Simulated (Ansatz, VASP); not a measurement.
## One calculation of Pt, two programs

```
Pt
1.0
    -3.16280    0.00000    0.00000
     0.00000   -3.16280    0.00000
     0.00000    0.00000   10.48839
Pt
6
Direct
  0.50000 0.50000 0.07537
  0.00000 0.00000 0.82925
  0.50000 0.50000 0.37693
  0.00000 0.00000 0.22615
  0.50000 0.50000 0.67848
  0.00000 0.00000 0.52770
```

Alike in both runs: task single point; functional PBE; k mesh 14 × 14 × 5; occupations gaussian, width 0.15 eV; no spin polarisation.

```csv
,VASP,Ansatz
version,VASP 6.6.1,Ansatz 0.2.0
potentials or method,"VASP PAW PBE potentials, release 64 (Pt), cutoff 520 eV","scalar-relativistic, plane waves, PAW"
valence electrons in the cell,60,108
```

Ansatz gave:

* gap on the k mesh at the Fermi level (eV): none
* pressure (GPa): -8.7
* traceless stress, the component that is largest in VASP (GPa): 0.31
* rms of the force components (eV/Å): 0.362

Question: Estimate VASP's values.

Answer: gap on the k mesh at the Fermi level (eV): none; pressure (GPa): -9.0; traceless stress, the component that is largest in VASP (GPa): 0.33; rms of the force components (eV/Å): 0.355.

Atom by atom the forces differ by 0.008 eV/Å (rms over components). A gap of «none» marks a metal or a gap that the smearing closes. VASP's potentials hold 60 valence electrons a cell and Ansatz's 108, so a difference there can come from the potentials and not from the codes.

Spin-orbit coupling is off throughout.
